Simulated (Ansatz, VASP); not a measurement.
Two plane-wave programs on CoSbH4

```
Co Sb H
1.0
     2.49061   -2.48362    0.00000
     2.49061    2.48362    0.00000
     0.00000    0.00000    8.84919
Co Sb H
1 1 4
Cartesian
  0.0000 0.0000 0.0000
  2.4906 0.0000 0.0000
  2.8635 1.2418 4.4246
  2.1177 -1.2418 4.4246
  2.1177 1.2418 4.4246
  2.8635 -1.2418 4.4246
```

Alike in both runs: task relaxation of cell and atoms; functional PBE; k mesh 10 × 10 × 4; occupations gaussian, width 0.1 eV; no spin polarisation.

|  | VASP | Ansatz |
| --- | --- | --- |
| version | VASP 6.6.1 | Ansatz 0.2.0 |
| potentials or method | VASP PAW PBE potentials, release 64 (Co, Sb, H), cutoff 600 eV | scalar-relativistic, plane waves, PAW |
| valence electrons in the cell | 18 | 36 |

VASP gave:

| Quantity | Value |
| --- | --- |
| gap on the k mesh at the Fermi level, each at its own relaxed structure (eV) | none |
| relaxed volume (Å³/atom) | 18.20 |
| relaxed length of the cell vector where the two differ most in proportion (Å) | 3.513 |

Task: Estimate Ansatz's values.

Result: gap on the k mesh at the Fermi level, each at its own relaxed structure (eV): none; relaxed volume (Å³/atom): 18.25; relaxed length of the cell vector where the two differ most in proportion (Å): 3.517.

A gap of «none» marks a metal or a gap that the smearing closes. VASP's potentials hold 18 valence electrons a cell and Ansatz's 36, so a difference there can come from the potentials and not from the codes.

Spin-orbit coupling is off throughout.
